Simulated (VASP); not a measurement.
# ZnO (P6_3mc) in VASP: a series of runs

ZnO is run at these levels: r2SCAN; tasks: relaxation of shape and atoms at fixed volume.

All numbers are computed with VASP 6.6.1; they aren't measurements. Logs are shortened: lines on timing, memory, paths and dates and some standing lists are left out, and cuts for length are marked.

## 1. The cell of the first run

It takes space group P6_3mc (No. 186, hexagonal). Conventional cell: a = 3.203 Å, b = 3.203 Å, c = 5.159 Å, α = 90.00°, β = 90.00°, γ = 120.00°. Zn (site symmetry 3m) has 4 O at 1.95 to 1.96 Å within 2.6 Å. O (site symmetry 3m) has 4 Zn at 1.95 to 1.96 Å within 2.6 Å.

## 2. Relaxation of shape and atoms at fixed volume, r2SCAN (11.46 Å³/atom)

Input file POSCAR:

```
ZnO
1.0
    3.2025236887      0.0000000000      0.0000000000
   -1.6012618444      2.7734668707      0.0000000000
    0.0000000000      0.0000000000      5.1587153749
Zn O
2 2
Direct
    0.3333333333      0.6666666667      0.4996911395
    0.6666666667      0.3333333333     -0.0003088605
    0.6666666667      0.3333333333      0.3793188605
    0.3333333333      0.6666666667      0.8793188605
```

Input file INCAR.step1:

```
ALGO     = Normal         # electronic algorithm
EDIFF    = 1E-4           # SCF threshold, eV
ENCUT    = 600            # plane-wave cutoff, eV
GGA      = PE             # functional
ISMEAR   = 0              # smearing method
LASPH    = True           # aspherical terms in the spheres
LCHARG   = False          # write CHGCAR
LREAL    = False          # projectors in reciprocal space
LWAVE    = True           # write WAVECAR
NELM     = 100            # most SCF steps
PREC     = Accurate       # precision mode
SIGMA    = 0.02           # smearing width, eV
```

Input file INCAR.step2:

```
ALGO     = Normal         # electronic algorithm
EDIFF    = 1E-6           # SCF threshold, eV
EDIFFG   = -0.01          # ionic threshold
ENCUT    = 600            # plane-wave cutoff, eV
IBRION   = 2              # ionic algorithm
ISIF     = 4              # what is computed and relaxed
ISMEAR   = 0              # smearing method
ISTART   = 1            
LASPH    = True           # aspherical terms in the spheres
LCHARG   = False          # write CHGCAR
LMIXTAU  = True         
LREAL    = False          # projectors in reciprocal space
LWAVE    = False          # write WAVECAR
METAGGA  = R2SCAN         # meta-GGA
NELM     = 100            # most SCF steps
NSW      = 50             # ionic steps
PREC     = Accurate       # precision mode
SIGMA    = 0.02           # smearing width, eV
```

Input file KPOINTS:

```
k-points
0
Gamma
  9 9 6
```

Potentials or basis: VASP PAW PBE potentials, release 64 (Zn, O).

The run is started by

```
cat potpaw_PBE.64/Zn/POTCAR potpaw_PBE.64/O/POTCAR > POTCAR
cp INCAR.step1 INCAR
mpirun -np 1 vasp_std > vasp.out
cp INCAR.step2 INCAR
mpirun -np 1 vasp_std > vasp.out
```

OUTCAR:

```text
EDIFF = 1E-6
   EDIFFG = -0.01
   ENCUT = 600
   IBRION = 2
   ISIF = 4
   ISMEAR = 0
   ISTART = 1
   LASPH = True
   LREAL = False
   METAGGA = R2SCAN
   NELM = 100
   NSW = 50
   PREC = Accurate

 ion  position               nearest neighbor table
   1  0.333  0.667  0.500-   3 1.95   3 1.95   3 1.95   4 1.96
   2  0.667  0.333  1.000-   4 1.95   4 1.95   4 1.95   3 1.96
   3  0.667  0.333  0.379-   1 1.95   1 1.95   1 1.95   2 1.96
   4  0.333  0.667  0.879-   2 1.95   2 1.95   2 1.95   1 1.96

  LATTYP: Found a hexagonal cell.
 ALAT       =     3.2025236887
 C/A-ratio  =     1.6108281706

  Lattice vectors:

 A1 = (   3.2025236887,   0.0000000000,   0.0000000000)
 A2 = (  -1.6012618444,   2.7734668707,   0.0000000000)
 A3 = (   0.0000000000,   0.0000000000,   5.1587153749)

Analysis of symmetry for initial positions (statically):
=====================================================================
 Subroutine PRICEL returns:
 Original cell was already a primitive cell.

 Routine SETGRP: Setting up the symmetry group for a
 hexagonal supercell.

 Subroutine GETGRP returns: Found 12 space group operations
 (whereof  6 operations were pure point group operations)
 out of a pool of 24 trial point group operations.

The static configuration has the point symmetry C_3v.
 The point group associated with its full space group is C_6v.

Analysis of symmetry for dynamics (positions and initial velocities):
=====================================================================
 Subroutine PRICEL returns:
 Original cell was already a primitive cell.

 Routine SETGRP: Setting up the symmetry group for a
 hexagonal supercell.

 Subroutine GETGRP returns: Found 12 space group operations
 (whereof  6 operations were pure point group operations)
 out of a pool of 24 trial point group operations.

The dynamic configuration has the point symmetry C_3v.
 The point group associated with its full space group is C_6v.

 Subroutine INISYM returns: Found 12 space group operations
 (whereof  6 operations are pure point group operations),
 and found     1 'primitive' translations

----------------------------------------------------------------------------------------

                                     Primitive cell

  volume of cell :      45.8202

  direct lattice vectors                    reciprocal lattice vectors
     3.202523689  0.000000000  0.000000000     0.312253740  0.180279781  0.000000000
    -1.601261844  2.773466871  0.000000000     0.000000000  0.360559562  0.000000000
     0.000000000  0.000000000  5.158715375     0.000000000  0.000000000  0.193846709

  length of vectors
     3.202523689  3.202523689  5.158715375     0.360559562  0.360559562  0.193846709

  position of ions in fractional coordinates (direct lattice)
     0.333333333  0.666666667  0.499691140
     0.666666667  0.333333333  0.999691140
     0.666666667  0.333333333  0.379318860
     0.333333333  0.666666667  0.879318860

  ion indices of the primitive-cell ions
   primitive index   ion index
                 1           1
                 2           2
                 3           3
                 4           4

----------------------------------------------------------------------------------------

 KPOINTS: k-points

Automatic generation of k-mesh.
 Grid dimensions read from file:
 generate k-points for:    9    9    6

 Generating k-lattice:

  Cartesian coordinates                     Fractional coordinates (reciprocal lattice)
     0.034694860  0.020031087  0.000000000     0.111111111  0.000000000  0.000000000
     0.000000000  0.040062174  0.000000000     0.000000000  0.111111111  0.000000000
     0.000000000  0.000000000  0.032307785     0.000000000  0.000000000  0.166666667

  Length of vectors
     0.040062174  0.040062174  0.032307785

  Shift w.r.t. Gamma in fractional coordinates (k-lattice)
     0.000000000  0.000000000  0.000000000

 Subroutine IBZKPT returns following result:
 ===========================================

 Found     48 irreducible k-points:

 Following reciprocal coordinates:
            Coordinates               Weight
  0.000000  0.000000  0.000000      1.000000
  0.111111  0.000000  0.000000      6.000000
  0.222222  0.000000  0.000000      6.000000
  0.333333  0.000000  0.000000      6.000000
  0.444444  0.000000  0.000000      6.000000
  0.111111  0.111111  0.000000      6.000000
[... 16 lines left out ...]
  0.333333  0.222222  0.166667     24.000000
  0.333333  0.333333  0.166667      4.000000
 [... further k-points ...]
   k-points           NKPTS =     48   k-points in BZ     NKDIM =     48   number of bands    NBANDS=     22
   number of dos      NEDOS =    301   number of ions     NIONS =      4
   total plane-waves  NPLWV =  32928
   dimension x,y,z NGX =    28 NGY =   28 NGZ =   42
   dimension x,y,z NGXF=    56 NGYF=   56 NGZF=   84
   ions per type =               2   2
   NGX,Y,Z   is equivalent  to a cutoff of  14.54, 14.54, 13.54 a.u.
   NGXF,Y,Z  is equivalent  to a cutoff of  29.07, 29.07, 27.07 a.u.
 SYSTEM =  unknown system
   PREC   = accura    normal or accurate (medium, high low for compatibility)
   ISTART =      1    job   : 0-new  1-cont  2-samecut
   ICHARG =      0    charge: 1-file 2-atom 10-const
   ISPIN  =      1    spin polarized calculation?
   LNONCOLLINEAR =      F non collinear calculations
   LSORBIT =      F    spin-orbit coupling
   LASPH  =      T    aspherical Exc in radial PAW
   ENCUT  =  600.0 eV  44.10 Ry    6.64 a.u.   6.40  6.40 10.30*2*pi/ulx,y,z
   NELM   =    100;   NELMIN=  2; NELMDL=  0     # of ELM steps
   EDIFF  = 0.1E-05   stopping-criterion for ELM
   LREAL  =      F    real-space projection
   EDIFFG = -.1E-01   stopping-criterion for IOM
   NSW    =     50    number of steps for IOM
   IBRION =      2    ionic relax: 0-MD 1-quasi-New 2-CG
   NFREE  =      1    steps in history (QN), initial steepest desc. (CG)
   ISIF   =      4    stress and relaxation
   ISYM   =      2    0-nonsym 1-usesym 2-fastsym
   POTIM  = 0.5000    time-step for ionic-motion
   TEBEG  =    0.0;   TEEND  =   0.0 temperature during run
   PSTRESS=    0.0 pullay stress
   NELECT =      36.0000    total number of electrons
   NUPDOWN=      -1.0000    fix difference up-down
   EMIN   =  10.00;   EMAX   =-10.00  energy-range for DOS
   EFERMI =   0.00;   METHOD = LEGACY
   ISMEAR =     0;   SIGMA  =   0.02  broadening in eV -4-tet -1-fermi 0-gaus
   EFERMI_NEDOS =   21; number of points for ismear=-14 and -15
   IALGO  =     38    algorithm
   IMIX   =      4    mixing-type and parameters
     AMIX     =   0.40;   BMIX     =  1.00
     AMIX_MAG =   1.60;   BMIX_MAG =  1.00
  volume/ion in A,a.u.               =      11.46        77.30
  Fermi-wavevector in a.u.,A,eV,Ry     =   1.510625  2.854668 31.048334  2.281988
  Thomas-Fermi vector in A             =   2.620790
   LORBIT       =      0    0 simple, 1 ext, 2 COOP (PROOUT), +10 PAW based schemes
   METAGGA = R2SCAN    functional components
   LHFCALC =     F    Hartree Fock is set to
   AEXX    =    0.0000 exact exchange contribution
   IVDW    =     0    specifies the selected vdW correction
   LEPSILON=     F    determine dielectric tensor
   LRPA    =     F    only Hartree local field effects (RPA)
 conjugate gradient relaxation of ions
 non-spin polarized calculation
 Gauss-broadening in eV      SIGMA  =   0.02
  energy-cutoff  :      600.00
  volume of cell :       45.82
 maximum number of plane-waves:      1554
 NGX is ok and might be reduce to    28
   NGX = 13   NGY = 13   NGZ = 21

 number of electron      35.9999995 magnetization

 Free energy of the ion-electron system (eV)
  ---------------------------------------------------
  ext. energy  EPLUGINS =         0.00000000
  ---------------------------------------------------
  free energy    TOTEN  =       -36.29327292 eV

  energy without entropy =      -36.29327292  energy(sigma->0) =      -36.29327292

 E-fermi :   1.2868     XC(G=0): -11.8851

 val. band max:        1.2059943286   @ k =   0.0000   0.0000   0.0000
 cond. band min:       2.4878299687   @ k =   0.0000   0.0000   0.0000
 fundamental gap:      1.2818356402
 Fermi energy:         1.2868287960

 k-point     1 :       0.0000    0.0000    0.0000
  band No.  band energies     occupation
      1     -18.2012      2.00000
      2     -17.4588      2.00000
      3      -4.8156      2.00000
      4      -4.8155      2.00000
      5      -4.8017      2.00000
      6      -4.7556      2.00000
[... 14 lines left out ...]
     21      10.1472      0.00000
     22      15.0967      0.00000

 k-point     2 :       0.1111    0.0000    0.0000
  band No.  band energies     occupation
      1     -18.1317      2.00000
      2     -17.4279      2.00000
      3      -4.8994      2.00000
      4      -4.7724      2.00000
      5      -4.7123      2.00000
      6      -4.7050      2.00000
[... 14 lines left out ...]
     21      10.1214      0.00000
     22      13.8000      0.00000

 k-point     3 :       0.2222    0.0000    0.0000
  band No.  band energies     occupation
      1     -17.9462      2.00000
      2     -17.3540      2.00000
      3      -5.0591      2.00000
      4      -4.7113      2.00000
      5      -4.6696      2.00000
      6      -4.5631      2.00000
[... 14 lines left out ...]
     21      10.0283      0.00000
     22      12.0165      0.00000
[... 476 lines left out ...]
 k-point    23 :       0.3333    0.2222    0.1667
  band No.  band energies     occupation
      1     -17.4218      2.00000
      2     -17.2801      2.00000
      3      -4.9019      2.00000
      4      -4.6913      2.00000
      5      -4.5071      2.00000
      6      -4.3183      2.00000
[... 14 lines left out ...]
     21      10.0143      0.00000
     22      10.7693      0.00000

 k-point    24 :       0.3333    0.3333    0.1667
  band No.  band energies     occupation
      1     -17.3242      2.00000
      2     -17.3242      2.00000
      3      -4.8254      2.00000
      4      -4.5374      2.00000
      5      -4.5374      2.00000
      6      -4.2120      2.00000
[... 14 lines left out ...]
     21       9.8839      0.00000
     22       9.9421      0.00000

 [... further k-points ...]

------------------------ aborting loop because EDIFF is reached ----------------------------------------

  FORCE on cell =-STRESS in cart. coord.  units (eV):
  Direction    XX          YY          ZZ          XY          YZ          ZX
  --------------------------------------------------------------------------------------
  -------------------------------------------------------------------------------------
  Total        1.6389659      1.6389659      1.6098357     -0.0000000      0.0000000      0.0000000
  in kB       57.3091004     57.3091004     56.2905161     -0.0000000      0.0000000      0.0000000
  external PRESSURE =      56.9695723 kB  Pullay stress =       0.0000000 kB

 VOLUME and BASIS-vectors are now :
 -----------------------------------------------------------------------------
  energy-cutoff  :      600.00
  volume of cell :       45.82
      direct lattice vectors                 reciprocal lattice vectors
     3.202523689  0.000000000  0.000000000     0.312253740  0.180279781  0.000000000
    -1.601261844  2.773466871  0.000000000     0.000000000  0.360559562  0.000000000
     0.000000000  0.000000000  5.158715375     0.000000000  0.000000000  0.193846709

 POSITION                                       TOTAL-FORCE (eV/Angst)
 -----------------------------------------------------------------------------------
     -0.00000      1.84898      2.57776         0.000000     -0.000000      0.004212
      1.60126      0.92449      5.15712        -0.000000      0.000000      0.004212
      1.60126      0.92449      1.95680         0.000000     -0.000000     -0.004212
     -0.00000      1.84898      4.53616        -0.000000     -0.000000     -0.004212
 -----------------------------------------------------------------------------------
    total drift:                               -0.000000     -0.000000      0.024034

  FREE ENERGIE OF THE ION-ELECTRON SYSTEM (eV)
  ---------------------------------------------------
  free  energy   TOTEN  =       -36.2932729187 eV

  energy  without entropy=      -36.2932729187  energy(sigma->0) =      -36.29327292

 reached required accuracy - stopping structural energy minimisation
```

Wall time 1.9 min (1 thread of Intel Xeon 6975P-C (Granite Rapids), shared host); peak memory 0.21 GiB.

Results:

```
Free energy                  : -36.2933 eV
Pressure after relaxing      : 5.7 GPa
Largest force after relaxing : 0.004 eV/Å
Band gap on the k mesh       : 1.28 eV
```

Forces on the atoms (eV/Å):
```
Zn   0.000  0.000  0.004
Zn   0.000  0.000  0.004
O    0.000  0.000 -0.004
O    0.000  0.000 -0.004
```

Final structure:
```cif
data_structure
_symmetry_space_group_name_H-M 'P 1'
_symmetry_Int_Tables_number 1
_cell_length_a 3.2025
_cell_length_b 3.2025
_cell_length_c 5.1587
_cell_angle_alpha 90.000
_cell_angle_beta 90.000
_cell_angle_gamma 120.000
_cell_volume 45.82
loop_
_atom_site_label
_atom_site_type_symbol
_atom_site_fract_x
_atom_site_fract_y
_atom_site_fract_z
_atom_site_occupancy
Zn1 Zn 0.33333 0.66667 0.49969 1
Zn2 Zn 0.66667 0.33333 0.99969 1
O1 O 0.66667 0.33333 0.37932 1
O2 O 0.33333 0.66667 0.87932 1
```

Levels at points of the mesh, in eV from the valence-band top:
```tsv
k point	band 14	band 15	band 16	band 17	band 18	band 19	band 20	band 21	band 22
(0.00, 0.00, 0.00)	-0.85	-0.85	-0.11	0.00	0.00	1.28	5.99	8.94	13.89
(0.00, 0.00, 0.50)	-2.27	-0.42	-0.42	-0.42	-0.42	4.01	4.01	10.96	10.96
```

Caveat: the relaxation stopped at its first step, so nothing moved; the PAW data sets were made with another functional, which shifts forces and pressure a little.

[end of part 1 of 2]
